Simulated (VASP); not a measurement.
Input of a VASP 6.6.1 run:

File INCAR:

```
ALGO = Normal
EDIFF = 1E-6
ENCUT = 520
GGA = PS
ISIF = 2
ISMEAR = -1
LASPH = True
LCHARG = False
LREAL = False
LWAVE = False
NBANDS = 16
NELM = 100
PREC = Accurate
SIGMA = 0.03
```

KPOINTS

```
k-points
0
Gamma
  11 11 4
```

POSCAR

```
BN
1.0
    2.4871858845      0.0000000000      0.0000000000
   -1.2435929423      2.1539661599      0.0000000000
    0.0000000000      0.0000000000      6.6164926127
B N
2 2
Direct
    0.3333333333      0.6666666667      0.2500000000
    0.6666666667      0.3333333333      0.7500000000
    0.3333333333      0.6666666667      0.7500000000
    0.6666666667      0.3333333333      0.2500000000
```

Potentials or basis: VASP PAW PBE potentials, release 64 (B, N).

Command:

```sh
$ cat potpaw_PBE.64/B/POTCAR potpaw_PBE.64/N/POTCAR > POTCAR
$ mpirun -np 1 vasp_std > vasp.out
```

Question: What does it give for the pressure?

Answer: 5.8 GPa.

Question: Estimate the band gap on the k mesh.

Answer: 4.25 eV, indirect (least direct gap 4.64 eV).

Stress tensor (GPa, compression positive):
```
8.33 0.00 0.00
0.00 8.33 0.00
0.00 0.00 0.89
```

Caveat: the PAW data sets were made with another functional, which shifts forces and pressure a little; this functional lacks dispersion, which binds the layers, so the pressure and a relaxed spacing across them are unreliable. A k mesh can miss the band edges.
